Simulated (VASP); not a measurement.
Crystal: TiO2.

```xyz
6
Lattice="4.4589 0.0000 0.0000 0.0000 4.4589 0.0000 0.0000 0.0000 3.0188" Properties=species:S:1:pos:R:3 pbc="T T T"
Ti    0.0000    0.0000    0.0000
Ti    2.2295    2.2295    1.5094
O     1.3559    1.3559    0.0000
O     0.8736    3.5853    1.5094
O     3.5853    0.8736    1.5094
O     3.1031    3.1031    0.0000
```

This cell differs from its parent crystal: epitaxial xy strain -3.0%.

Base run:

```yaml
Program: VASP 6.6.1
Functional: PBE
Potentials_or_basis: VASP PAW PBE potentials, release 64 (Ti_sv, O)
Cutoff: 520 eV
k_mesh: 6 × 6 × 8
Occupations: fermi-dirac, width 0.02 eV
Spin: no spin polarisation
```

Its results: band gap on the k mesh 1.89 eV, direct; pressure 14.4 GPa; largest force 0.039 eV/Å.

**Question.** The run is repeated on the same cell with these changes: functional from PBE to r2SCAN; occupations from fermi-dirac, width 0.02 eV to gaussian, width 0.01 eV. What comes out?

**Answer.** Band gap on the k mesh 2.28 eV, direct; pressure 9.8 GPa; largest force 0.006 eV/Å.

Caveats: the PAW data sets were made with another functional, which shifts forces and pressure a little (some runs).

A k mesh can miss the band edges.
